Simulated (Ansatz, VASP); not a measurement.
**Two plane-wave programs on Ti3C2**

INCAR

```
SYSTEM = Ti3C2
ALGO = Normal ; EDIFF = 1E-6
ENCUT = 520 ; GGA = PS
ISIF = 2 ; ISMEAR = -1
LASPH = .True. ; LCHARG = .True.
LDAU = .True. ; LDAUJ = 0 0
LDAUL = 2 -1 ; LDAUPRINT = 1
LDAUTYPE = 2 ; LDAUU = 3 0
LELF = .True. ; LMAXMIX = 4
LREAL = .False. ; LVHAR = .True.
LWAVE = .False. ; NBANDS = 55
NELM = 150 ; PREC = Accurate
SIGMA = 0.05
```

KPOINTS

```
k-points
0
Gamma
  10 10 2
  0 0 0
```

The input POSCAR:

```
Ti3C2
1.0
    3.0666049652      0.0000000000      0.0000000000
   -1.5333024826      2.6557578032      0.0000000000
    0.0000000000      0.0000000000     15.1171500700
Ti C
6 4
Direct
    0.0000000000      0.0000000000      0.5000000000
    0.0000000000      0.0000000000      0.0000000000
    0.3333333333      0.6666666667      0.6561222900
    0.6666666667      0.3333333333      0.1561222900
    0.6666666667      0.3333333333      0.3438777100
    0.3333333333      0.6666666667      0.8438777100
    0.3333333333      0.6666666667      0.0858962400
    0.6666666667      0.3333333333      0.5858962400
    0.3333333333      0.6666666667      0.4141037600
    0.6666666667      0.3333333333      0.9141037600
```

File input.yaml:

```yaml
crystal:
  lattice:
    - [3.0666049652, 0.0, 0.0]
    - [-1.5333024826, 2.6557578032, 0.0]
    - [0.0, 0.0, 15.11715007]
  atoms:
    - { symbol: Ti, position: [0.0, 0.0, 0.5] }
    - { symbol: Ti, position: [0.0, 0.0, 0.0] }
    - { symbol: Ti, position: [0.3333333333, 0.6666666667, 0.65612229] }
    - { symbol: Ti, position: [0.6666666667, 0.3333333333, 0.15612229] }
    - { symbol: Ti, position: [0.6666666667, 0.3333333333, 0.34387771] }
    - { symbol: Ti, position: [0.3333333333, 0.6666666667, 0.84387771] }
    - { symbol: C, position: [0.3333333333, 0.6666666667, 0.08589624] }
    - { symbol: C, position: [0.6666666667, 0.3333333333, 0.58589624] }
    - { symbol: C, position: [0.3333333333, 0.6666666667, 0.41410376] }
    - { symbol: C, position: [0.6666666667, 0.3333333333, 0.91410376] }
hamiltonian:
  xc: pbesol
  pseudopotentials: { kind: paw }
  hubbard: { sites: [{ species: Ti, l: d, u_eff: 3.0 }] }
kpoints:
  mp_grid: { grid: [10, 10, 2] }
scf:
  occupations: { method: fermi_dirac, width: 0.05 }
  n_extra_bands: 25
output:
  forces: true
  stress: true
  eigenvalues: true
  dos: { projected: true, de: 0.05, nscf_kmesh: { grid: [15, 15, 3] } }
  write_density: true
  write_potential: true
  elf: true
  volumetric_format: npy
```

Alike in both runs: functional PBEsol; k mesh 10 × 10 × 2; occupations fermi-dirac, width 0.05 eV; no spin polarisation; Hubbard terms Ti d U = 3.0 eV.

|  | VASP | Ansatz |
| --- | --- | --- |
| version | VASP 6.6.1 | Ansatz 0.2.0 |
| potentials or method | VASP PAW PBE potentials, release 64 (Ti_sv, C) | Ansatz PAW |
| plane-wave cutoff (eV) | 520 | 420 |
| valence electrons in the cell | 88 | 88 |
| task | single point | projected density of states |

```csv
,VASP,Ansatz,Ansatz less VASP
gap on the k mesh at the Fermi level (eV),none,none,-
pressure (GPa),2.6,-1.3,-3.89
"traceless stress, the component that is largest in VASP (GPa)",0.75,1.37,+0.613
rms of the force components (eV/Å),0.078,0.072,-0.0064
```

VASP's potentials were made for PBE, not for PBEsol. The programs project onto different local orbitals, so the same U acts differently, and such runs can settle in different states. Atom by atom the forces differ by 0.134 eV/Å (rms over components). A gap of «none» marks a metal or a gap that the smearing closes.
